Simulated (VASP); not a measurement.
# GaN (wurtzite type): single point with PBE

The system is GaN (wurtzite type).

```xyz
8
Lattice="-1.6091 2.7870 0.0000 0.0000 0.0000 5.2428 4.8273 2.7870 0.0000" Properties=species:S:1:pos:R:3 pbc="T T T"
Ga    0.0000    1.8580    5.2410
Ga    3.2182    1.8580    5.2410
Ga    1.6091    0.9290    2.6196
Ga    3.2182    3.7160    2.6196
N     0.0000    1.8580    1.9732
N     3.2182    1.8580    1.9732
N     1.6091    0.9290    4.5946
N     3.2182    3.7160    4.5946
```

* Program: VASP 6.6.1
* Task: single point
* Functional: PBE
* Potentials or basis: VASP PAW PBE potentials, release 64 (Ga_d, N)
* Cutoff: 520 eV
* k mesh: 8 × 5 × 5
* Occupations: fermi-dirac, width 0.02 eV
* Spin: no spin polarisation

```json
{
  "Pressure": "0.2 GPa",
  "Band gap on the k mesh": "1.72 eV"
}
```

Levels at points of the mesh, in eV from the valence-band top:
```tsv
k point	band 34	band 35	band 36	band 37	band 38	band 39
(0.00, 0.00, 0.00)	-0.04	0.00	0.00	1.72	4.07	4.98
(0.50, 0.00, 0.00)	-2.02	-1.84	-1.84	5.75	5.75	6.42
```

Wall time 88 s on 1 thread of Intel(R) Xeon(R) 6975P-C (Granite Rapids), with other jobs on the host, peak memory 0.27 GiB.
